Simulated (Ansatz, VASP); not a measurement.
## Two plane-wave programs on SnSe

```xyz
4
Lattice="4.1899 0.0000 0.0000 0.0000 4.1899 -0.0628 0.0000 -0.1647 10.9796" Properties=species:S:1:pos:R:3 pbc="T T T"
Sn    2.0949   -0.0623    4.1521
Sn    0.0000    1.9925    6.7961
Se    2.0949   -0.1024    6.8269
Se    0.0000    2.0327    4.1213
```

Change from the starting cell: strain -0.0300 x Voigt [0, 0, 0, 1, 0, 0], atoms carried along.

Alike in both runs: task single point; functional LDA; k mesh 6 × 6 × 4; occupations gaussian, width 0.05 eV; no spin polarisation.

|  | VASP | Ansatz |
| --- | --- | --- |
| version | VASP 6.6.1 | Ansatz 0.2.0 |
| potentials or method | VASP PAW LDA potentials, release 64 (Sn_d, Se), cutoff 500 eV | scalar-relativistic, plane waves, PAW |
| valence electrons in the cell | 40 | 60 |

VASP gave:

- gap on the k mesh at the Fermi level (eV): 1.44
- least direct gap on the mesh (eV): 1.50
- rms of the force components (eV/Å): 0.039

Question: Estimate Ansatz's values.

Answer: gap on the k mesh at the Fermi level (eV): 1.46; least direct gap on the mesh (eV): 1.51; rms of the force components (eV/Å): 0.036.

LDA's correlation is that of Perdew and Zunger in VASP and of Perdew and Wang (1992) in Ansatz. Atom by atom the forces differ by 0.014 eV/Å (rms over components). VASP's potentials hold 40 valence electrons a cell and Ansatz's 60, so a difference there can come from the potentials and not from the codes. Ansatz's warnings: xc potential rough in thin density.
